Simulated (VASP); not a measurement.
A run of VASP 6.6.1:

File INCAR:

```
SYSTEM = MgH2Ir2
  ALGO = Fast
  EDIFF = 1E-7
  ENCUT = 520
  GGA = PE
  ISIF = 2
  ISMEAR = 0
  LASPH = .TRUE.
  LCHARG = .FALSE.
  LREAL = .FALSE.
  LWAVE = .FALSE.
  NBANDS = 19
  NELM = 100
  PREC = Accurate
  SIGMA = 0.1
```

Contents of KPOINTS:

```
k-points
0
G
  18 18 6
  0 0 0
```

POSCAR

```
MgH2Ir2
1.0
    2.8272438940      0.0000000000      0.0000000000
   -1.4136219470      2.4484650349      0.0000000000
    0.0000000000      0.0000000000      8.3243693749
Mg H Ir
1 2 2
Direct
    0.0000000000      0.0000000000      0.0000000000
    0.3333333333      0.6666666667      0.2356750441
    0.6666666667      0.3333333333      0.7643249559
    0.0000000000      0.0000000000      0.3352002745
    0.0000000000      0.0000000000      0.6647997255
```

Potentials or basis: VASP PAW PBE potentials, release 64 (Mg, H, Ir).

Command:

```sh
$ cat potpaw_PBE.64/Mg/POTCAR potpaw_PBE.64/H/POTCAR potpaw_PBE.64/Ir/POTCAR > POTCAR
$ mpirun -np 1 vasp_std > vasp.out
```

Hardware: 1 thread of Oxide Virtual Turin-like Processor, on a shared host.

**Question.** How long does it take, and how much memory?

**Answer.** Run time: 6.1 min on 1 thread of Oxide Virtual Turin-like Processor, with other jobs on the host, peak memory 0.34 GiB. Counts: scf iterations 17, k points 202.
